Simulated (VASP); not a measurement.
# K2OsBr4 (P4/mmm) in VASP: single point with r2SCAN

Aim: the single point of K2OsBr4 with r2SCAN.

Everything below comes from runs of VASP 6.6.1. Logs are shortened: lines on timing, memory, paths and dates and some standing lists are left out, and cuts for length are marked.

## (1) The cell of the first run

It takes space group P4/mmm (No. 123, tetragonal). The conventional cell has a = 7.277 Å, b = 7.277 Å, c = 4.279 Å, α = 90.00°, β = 90.00°, γ = 90.00°. Os (site symmetry 4/mmm) has 4 Br at 2.44 Å within 3.2 Å. Within 3.2 Å of Br (site symmetry m2m) lie 1 Os at 2.44 Å. K (site symmetry mmm) has 8 Br at 3.35 Å and 4 Os at 4.22 Å and 2 K at 4.28 Å within 4.4 Å.

## (2) Single point, r2SCAN

POSCAR

```
K2OsBr4
1.0
    7.2767664600      0.0000000000      0.0000000000
    0.0000000000      7.2767664600      0.0000000000
    0.0000000000      0.0000000000      4.2792999800
Os Br K
1 4 2
Direct
    0.5000000000      0.5000000000      0.5000000000
    0.7370000000      0.2630000000      0.5000000000
    0.7370000000      0.7370000000      0.5000000000
    0.2630000000      0.7370000000      0.5000000000
    0.2630000000      0.2630000000      0.5000000000
    0.0000000000      0.5000000000      0.0000000000
    0.5000000000      0.0000000000      0.0000000000
```

INCAR.step1

```
ALGO = Normal ; EDIFF = 1E-4
ENCUT = 520 ; GGA = PE
ISMEAR = -5 ; LASPH = T
LCHARG = F ; LMAXMIX = 4
LREAL = F ; LWAVE = T
NELM = 100 ; PREC = Accurate
SIGMA = 0.1
```

INCAR.step2

```
ALGO = Normal ; EDIFF = 1E-6
ENCUT = 520 ; ISIF = 2
ISMEAR = -1 ; ISTART = 1
LASPH = T ; LCHARG = F
LMAXMIX = 4 ; LMIXTAU = T
LORBIT = 11 ; LREAL = F
LWAVE = F ; METAGGA = R2SCAN
NELM = 100 ; PREC = Accurate
SIGMA = 0.1
```

KPOINTS

```
k-points
0
Gamma
  5 5 8
```

Potentials or basis: VASP PAW PBE potentials, release 64 (Os, Br, K_sv).

Run with:

```console
$ cat potpaw_PBE.64/Os/POTCAR potpaw_PBE.64/Br/POTCAR potpaw_PBE.64/K_sv/POTCAR > POTCAR
$ cp INCAR.step1 INCAR
$ mpirun -np 1 vasp_std > vasp.out
$ cp INCAR.step2 INCAR
$ mpirun -np 1 vasp_std > vasp.out
```

OUTCAR:

```text
EDIFF = 1E-6
   ENCUT = 520
   ISIF = 2
   ISMEAR = -1
   ISTART = 1
   LASPH = T
   LORBIT = 11
   LREAL = F
   METAGGA = R2SCAN
   NELM = 100
   PREC = Accurate

 ion  position               nearest neighbor table
   1  0.500  0.500  0.500-   2 2.44   3 2.44   4 2.44   5 2.44
   2  0.737  0.263  0.500-   1 2.44
   3  0.737  0.737  0.500-   1 2.44
   4  0.263  0.737  0.500-   1 2.44
   5  0.263  0.263  0.500-   1 2.44
   6  0.000  0.500  0.000-
   7  0.500  0.000  0.000-

  LATTYP: Found a simple tetragonal cell.
 ALAT       =     7.2767664600
 C/A-ratio  =     0.5880771361

  Lattice vectors:

 A1 = (   7.2767664600,   0.0000000000,   0.0000000000)
 A2 = (   0.0000000000,   7.2767664600,   0.0000000000)
 A3 = (   0.0000000000,   0.0000000000,   4.2792999800)

Analysis of symmetry for initial positions (statically):
=====================================================================
 Subroutine PRICEL returns:
 Original cell was already a primitive cell.

 Routine SETGRP: Setting up the symmetry group for a
 simple tetragonal supercell.

 Subroutine GETGRP returns: Found 16 space group operations
 (whereof 16 operations were pure point group operations)
 out of a pool of 16 trial point group operations.

The static configuration has the point symmetry D_4h.

Analysis of symmetry for dynamics (positions and initial velocities):
=====================================================================
 Subroutine PRICEL returns:
 Original cell was already a primitive cell.

 Routine SETGRP: Setting up the symmetry group for a
 simple tetragonal supercell.

 Subroutine GETGRP returns: Found 16 space group operations
 (whereof 16 operations were pure point group operations)
 out of a pool of 16 trial point group operations.

The dynamic configuration has the point symmetry D_4h.

 Subroutine INISYM returns: Found 16 space group operations
 (whereof 16 operations are pure point group operations),
 and found     1 'primitive' translations

----------------------------------------------------------------------------------------

                                     Primitive cell

  volume of cell :     226.5946

  direct lattice vectors                    reciprocal lattice vectors
     7.276766460  0.000000000  0.000000000     0.137423677  0.000000000  0.000000000
     0.000000000  7.276766460  0.000000000     0.000000000  0.137423677  0.000000000
     0.000000000  0.000000000  4.279299980     0.000000000  0.000000000  0.233683080

  length of vectors
     7.276766460  7.276766460  4.279299980     0.137423677  0.137423677  0.233683080

  position of ions in fractional coordinates (direct lattice)
     0.500000000  0.500000000  0.500000000
     0.737000000  0.263000000  0.500000000
     0.737000000  0.737000000  0.500000000
     0.263000000  0.737000000  0.500000000
     0.263000000  0.263000000  0.500000000
     0.000000000  0.500000000  0.000000000
     0.500000000  0.000000000  0.000000000

  ion indices of the primitive-cell ions
   primitive index   ion index
                 1           1
                 2           2
                 3           3
                 4           4
                 5           5
                 6           6
                 7           7

----------------------------------------------------------------------------------------

 KPOINTS: k-points

Automatic generation of k-mesh.
 Grid dimensions read from file:
 generate k-points for:    5    5    8

 Generating k-lattice:

  Cartesian coordinates                     Fractional coordinates (reciprocal lattice)
     0.027484735  0.000000000  0.000000000     0.200000000  0.000000000  0.000000000
     0.000000000  0.027484735  0.000000000     0.000000000  0.200000000  0.000000000
     0.000000000  0.000000000  0.029210385     0.000000000  0.000000000  0.125000000

  Length of vectors
     0.027484735  0.027484735  0.029210385

  Shift w.r.t. Gamma in fractional coordinates (k-lattice)
     0.000000000  0.000000000  0.000000000

 Subroutine IBZKPT returns following result:
 ===========================================

 Found     30 irreducible k-points:

 Following reciprocal coordinates:
            Coordinates               Weight
  0.000000  0.000000  0.000000      1.000000
  0.200000  0.000000  0.000000      4.000000
  0.400000  0.000000  0.000000      4.000000
  0.200000  0.200000  0.000000      4.000000
  0.400000  0.200000  0.000000      8.000000
  0.400000  0.400000  0.000000      4.000000
[... 16 lines left out ...]
  0.400000  0.200000  0.375000     16.000000
  0.400000  0.400000  0.375000      8.000000
 [... further k-points ...]
   k-points           NKPTS =     30   k-points in BZ     NKDIM =     30   number of bands    NBANDS=     32
   number of dos      NEDOS =    301   number of ions     NIONS =      7
   total plane-waves  NPLWV =  93312
   dimension x,y,z NGX =    54 NGY =   54 NGZ =   32
   dimension x,y,z NGXF=   108 NGYF=  108 NGZF=   64
   ions per type =               1   4   2
   NGX,Y,Z   is equivalent  to a cutoff of  12.34, 12.34, 12.43 a.u.
   NGXF,Y,Z  is equivalent  to a cutoff of  24.67, 24.67, 24.86 a.u.
 SYSTEM =  unknown system
   PREC   = accura    normal or accurate (medium, high low for compatibility)
   ISTART =      1    job   : 0-new  1-cont  2-samecut
   ICHARG =      0    charge: 1-file 2-atom 10-const
   ISPIN  =      1    spin polarized calculation?
   LNONCOLLINEAR =      F non collinear calculations
   LSORBIT =      F    spin-orbit coupling
   LASPH  =      T    aspherical Exc in radial PAW
   ENCUT  =  520.0 eV  38.22 Ry    6.18 a.u.  13.53 13.53  7.96*2*pi/ulx,y,z
   NELM   =    100;   NELMIN=  2; NELMDL=  0     # of ELM steps
   EDIFF  = 0.1E-05   stopping-criterion for ELM
   LREAL  =      F    real-space projection
   EDIFFG = 0.1E-04   stopping-criterion for IOM
   NSW    =      0    number of steps for IOM
   IBRION =     -1    ionic relax: 0-MD 1-quasi-New 2-CG
   NFREE  =      0    steps in history (QN), initial steepest desc. (CG)
   ISIF   =      2    stress and relaxation
   ISYM   =      2    0-nonsym 1-usesym 2-fastsym
   POTIM  = 0.5000    time-step for ionic-motion
   TEBEG  =    0.0;   TEEND  =   0.0 temperature during run
   PSTRESS=    0.0 pullay stress
   NELECT =      54.0000    total number of electrons
   NUPDOWN=      -1.0000    fix difference up-down
   EMIN   =  10.00;   EMAX   =-10.00  energy-range for DOS
   EFERMI =   0.00;   METHOD = LEGACY
   ISMEAR =    -1;   SIGMA  =   0.10  broadening in eV -4-tet -1-fermi 0-gaus
   EFERMI_NEDOS =   21; number of points for ismear=-14 and -15
   IALGO  =     38    algorithm
   IMIX   =      4    mixing-type and parameters
     AMIX     =   0.40;   BMIX     =  1.00
     AMIX_MAG =   1.60;   BMIX_MAG =  1.00
  volume/ion in A,a.u.               =      32.37       218.45
  Fermi-wavevector in a.u.,A,eV,Ry     =   1.014977  1.918028 14.016428  1.030178
  Thomas-Fermi vector in A             =   2.148236
   LORBIT       =     11    0 simple, 1 ext, 2 COOP (PROOUT), +10 PAW based schemes
   METAGGA = R2SCAN    functional components
   LHFCALC =     F    Hartree Fock is set to
   AEXX    =    0.0000 exact exchange contribution
   IVDW    =     0    specifies the selected vdW correction
   LEPSILON=     F    determine dielectric tensor
   LRPA    =     F    only Hartree local field effects (RPA)
 non-spin polarized calculation
  energy-cutoff  :      520.00
  volume of cell :      226.59
 maximum number of plane-waves:      6140
 NGX is ok and might be reduce to    54

 number of electron      54.0000000 magnetization

 Free energy of the ion-electron system (eV)
  ---------------------------------------------------
  ext. energy  EPLUGINS =         0.00000000
  ---------------------------------------------------
  free energy    TOTEN  =      -123.89279941 eV

  energy without entropy =     -123.58125586  energy(sigma->0) =     -123.73702763

 E-fermi :   1.0426     XC(G=0):  -8.3474

 val. band max:        1.0343501019   @ k =   0.4000   0.4000   0.0000
 cond. band min:       1.0464612354   @ k =   0.4000   0.2000   0.1250
 fundamental gap:      0.0121111335
 Fermi energy:         1.0425721083

 k-point     1 :       0.0000    0.0000    0.0000
  band No.  band energies     occupation
      1     -30.3100      2.00000
      2     -30.3086      2.00000
      3     -15.3633      2.00000
      4     -14.9119      2.00000
      5     -14.9119      2.00000
      6     -14.7126      2.00000
[... 24 lines left out ...]
     31       5.0975      0.00000
     32       6.4250      0.00000

 k-point     2 :       0.2000    0.0000    0.0000
  band No.  band energies     occupation
      1     -30.3098      2.00000
      2     -30.3088      2.00000
      3     -15.3528      2.00000
      4     -14.9225      2.00000
      5     -14.8950      2.00000
      6     -14.7329      2.00000
[... 24 lines left out ...]
     31       5.3700      0.00000
     32       6.2206      0.00000
[... 733 lines left out ...]
     31       6.2789      0.00000
     32       6.8759      0.00000

 k-point    24 :       0.4000    0.4000    0.3750
  band No.  band energies     occupation
      1     -30.3048      2.00000
      2     -30.3047      2.00000
      3     -15.2082      2.00000
      4     -14.8557      2.00000
      5     -14.8322      2.00000
      6     -14.7863      2.00000
[... 24 lines left out ...]
     31       6.5566      0.00000
     32       7.1808      0.00000

 [... further k-points ...]
[... 5 lines left out ...]
  --------------------------------------------------------------------------------------
  -------------------------------------------------------------------------------------
  Total        2.9473063      2.9473063     -0.6633247      0.0000000     -0.0000000      0.0000000
  in kB       20.8394495     20.8394495     -4.6901543      0.0000000     -0.0000000      0.0000000
  external PRESSURE =      12.3295816 kB  Pullay stress =       0.0000000 kB

 VOLUME and BASIS-vectors are now :
 -----------------------------------------------------------------------------
  energy-cutoff  :      520.00
  volume of cell :      226.59
      direct lattice vectors                 reciprocal lattice vectors
     7.276766460  0.000000000  0.000000000     0.137423677  0.000000000  0.000000000
     0.000000000  7.276766460  0.000000000     0.000000000  0.137423677  0.000000000
     0.000000000  0.000000000  4.279299980     0.000000000  0.000000000  0.233683080

 POSITION                                       TOTAL-FORCE (eV/Angst)
 -----------------------------------------------------------------------------------
      3.63838      3.63838      2.13965        -0.000000      0.000000      0.000000
      5.36298      1.91379      2.13965         0.263891     -0.263891      0.000000
      5.36298      5.36298      2.13965         0.263891      0.263891     -0.000000
      1.91379      5.36298      2.13965        -0.263891      0.263891     -0.000000
      1.91379      1.91379      2.13965        -0.263891     -0.263891      0.000000
      0.00000      3.63838      0.00000        -0.000000      0.000000      0.000000
      3.63838      0.00000      0.00000        -0.000000      0.000000      0.000000
 -----------------------------------------------------------------------------------
    total drift:                                0.000000     -0.000000     -0.000000

  FREE ENERGIE OF THE ION-ELECTRON SYSTEM (eV)
  ---------------------------------------------------
  free  energy   TOTEN  =      -123.8927994057 eV

  energy  without entropy=     -123.5812558618  energy(sigma->0) =     -123.73702763

 total charge

# of ion       s       p       d       tot
------------------------------------------
    1        0.514   0.429   6.041   6.984
    2        1.603   3.303   0.031   4.936
    3        1.603   3.303   0.031   4.936
    4        1.603   3.303   0.031   4.936
    5        1.603   3.303   0.031   4.936
    6        1.957   5.677   0.023   7.658
    7        1.957   5.677   0.023   7.658
--------------------------------------------------
tot         10.839  24.994   6.211  42.044
```

It took 6.3 min on 1 thread of Intel Xeon 6975P-C (Granite Rapids), shared host; peak memory 0.46 GiB.

Results:

* Free energy: -123.8928 eV
* Pressure: 1.2 GPa
* Largest force: 0.373 eV/Å
* Band gap on the k mesh: zero (band 27 reaches 1.15 eV, above the bottom of band 28 at 0.88 eV)
* Valence electrons inside the program's atomic spheres: Os 6.98; Br 4.94; K 7.66

Forces on the atoms (eV/Å):
```
Os   0.000  0.000  0.000
Br   0.264 -0.264  0.000
Br   0.264  0.264  0.000
Br  -0.264  0.264  0.000
Br  -0.264 -0.264  0.000
K    0.000  0.000  0.000
K    0.000  0.000  0.000
```

Levels at points of the mesh, in eV from the Fermi level:
| k point | band 25 | band 26 | band 27 | band 28 | band 29 | band 30 |
| --- | --- | --- | --- | --- | --- | --- |
| (0.00, 0.00, 0.00) | -1.31 | -0.63 | 0.07 | 0.07 | 2.97 | 3.30 |
| (0.00, 0.00, 0.50) | -0.47 | -0.20 | -0.20 | 0.09 | 2.81 | 3.37 |

Caveat: the PAW data sets were made with another functional, which shifts forces and pressure a little; spin-orbit coupling is left out, which moves the levels of the heavy elements.
